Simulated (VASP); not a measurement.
# Mo3W: relaxation of cell and atoms with PBE

Crystal: Mo3W.

```
Mo W
1.0
     4.01847    0.00000    0.00000
     0.00000    4.01847    0.00000
     0.00000    0.00000    4.01847
Mo W
3 1
Cartesian
  0.0000 2.0092 2.0092
  2.0092 0.0000 2.0092
  2.0092 2.0092 0.0000
  0.0000 0.0000 0.0000
```

The cell was built from a structure type or drawn by symmetry, and may not be a known phase.

```yaml
Program: VASP 6.6.1
Task: relaxation of cell and atoms
Functional: PBE
Potentials_or_basis: VASP PAW PBE potentials, release 64 (Mo_sv, W_sv)
Cutoff: 500 eV
k_mesh: 12 × 12 × 12
Occupations: gaussian, width 0.1 eV
Spin: no spin polarisation
Dipole_correction: no
Further_INCAR_settings: ALGO = Normal; EDIFF = 1e-07; IBRION = 2; EDIFFG = -0.01; NSW = 100; ISIF = 3
```

```json
{"Relaxed volume": "16.16 Å³/atom", "Relaxed cell": "a = 4.014 Å, b = 4.014 Å, c = 4.014 Å, α = 90.00°, β = 90.00°, γ = 90.00°", "Space group after relaxing (to 0.1 Å)": "Pm-3m (No. 221)", "Energy gained by relaxing": "0.2 meV/atom", "Ionic steps": "3", "Pressure after relaxing": "0.0 GPa", "Band gap on the k mesh": "zero (bands 28 and 29 overlap by 2.49 eV)"}
```

Step by step:
| step | energy change (eV) | largest force (eV/Å) | pressure (GPa) | volume (Å³) |
| --- | --- | --- | --- | --- |
| 1 | 0.0000 | 0.0000 | -0.90 | 64.89 |
| 2 | 0.0040 | 0.0000 | 2.46 | 64.04 |
| 3 | -0.0007 | 0.0000 | 0.00 | 64.66 |

Final structure:
```yaml
crystal:
  lattice:
    - [4.01363, 0.00000, 0.00000]
    - [0.00000, 4.01363, 0.00000]
    - [0.00000, 0.00000, 4.01363]
  atoms:
    - { symbol: Mo, position: [0.00000, 0.50000, 0.50000] }
    - { symbol: Mo, position: [0.50000, 0.00000, 0.50000] }
    - { symbol: Mo, position: [0.50000, 0.50000, 0.00000] }
    - { symbol: W, position: [0.00000, 0.00000, 0.00000] }
```

Levels at points of the mesh, in eV from the Fermi level:
```csv
k point,band 25,band 26,band 27,band 28,band 29,band 30,band 31,band 32
"(0.00, 0.00, 0.00)",-0.66,-0.66,2.09,2.09,3.77,3.77,3.77,3.95
"(0.50, 0.00, 0.00)",-1.78,-1.78,0.04,0.04,1.19,1.19,1.27,1.40
"(0.50, 0.50, 0.00)",-1.74,-1.74,-1.70,-1.65,0.58,0.58,0.58,0.97
"(0.50, 0.50, 0.50)",-0.84,-0.84,-0.81,-0.81,1.26,1.26,1.26,1.53
```

It took 3.2 min on 1 thread of AMD EPYC 9R45 96-Core Processor (Zen 5) (shared host), peak memory 0.25 GiB.

Caveat: spin-orbit coupling is left out, which moves the levels of the heavy elements.
